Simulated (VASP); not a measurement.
Write the native input for VASP 6.6.1 that does the following.

```yaml
Task: single point
Functional: LDA
Potentials_or_basis: VASP PAW LDA potentials, release 64 (In_d)
Cutoff: 520 eV
k_mesh: 8 × 8 × 11
Occupations: fermi-dirac, width 0.1 eV
Spin: no spin polarisation
Dipole_correction: no
Further_INCAR_settings: ALGO = Normal; EDIFF = 1e-06; NBANDS = 26
```

The structure of In lies in POSCAR:

```
In
1.0
    5.1253107235      0.0000000000      0.0000000000
   -2.5626553618      4.4386492888      0.0000000000
    0.0000000000      0.0000000000      3.1608340066
In
3
Direct
    0.0000000000      0.0000000000      0.0000000000
    0.3333333333      0.6666666667      0.5000000000
    0.6666666667      0.3333333333      0.5000000000
```

This cell differs from its parent crystal: volume scaled by 0.96.

The input as run:

INCAR

```
SYSTEM = In
  ALGO = Normal
  EDIFF = 1E-6
  ENCUT = 520
  ISIF = 2
  ISMEAR = -1
  LASPH = .TRUE.
  LCHARG = .FALSE.
  LREAL = .FALSE.
  LWAVE = .FALSE.
  NBANDS = 26
  NELM = 80
  PREC = Accurate
  SIGMA = 0.1
```

KPOINTS

```
k-points
0
G
  8 8 11
  0 0 0
```

Potentials or basis: VASP PAW LDA potentials, release 64 (In_d).

Run with:

```bash
$ cat potpaw_LDA.64/In_d/POTCAR > POTCAR
$ mpirun -np 1 vasp_std > vasp.out
```

It gave:

```
Pressure : 2.2 GPa
```

It took 31 s on 1 thread of Intel(R) Xeon(R) 6975P-C (Granite Rapids), with other jobs on the host, peak memory 0.21 GiB.
